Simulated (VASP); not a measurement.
Zn, 1 atom in the cell. It takes space group Im-3m (No. 229, cubic). Conventional cell: a = 3.164 Å, b = 3.164 Å, c = 3.164 Å, α = 90.00°, β = 90.00°, γ = 90.00°. Zn (site symmetry m-3m) has 14 Zn at 2.74 to 3.16 Å within 3.6 Å. 

- Program: VASP 6.6.1
- Task: single point
- Functional: PBEsol
- Potentials or basis: VASP PAW PBE potentials, release 64 (Zn)
- Cutoff: 520 eV
- k mesh: 10 × 10 × 10
- Occupations: methfessel-paxton, width 0.05 eV
- Spin: no spin polarisation
- Dipole correction: no
- Further INCAR settings: ALGO = Normal; EDIFF = 1e-06; NBANDS = 12

Potentials or basis: VASP PAW PBE potentials, release 64 (Zn).

Run with:

```console
$ cat potpaw_PBE.64/Zn/POTCAR > POTCAR
$ mpirun -np 1 vasp_std > vasp.out
```

Hardware: 1 thread of Intel Xeon 6975P-C, on a shared host.

Task: How long does it take, and how much memory?

Result: It took 5.4 s on 1 thread of Intel Xeon 6975P-C, with other jobs on the host, peak memory 0.13 GiB. Counts: scf iterations 10, k points 47.
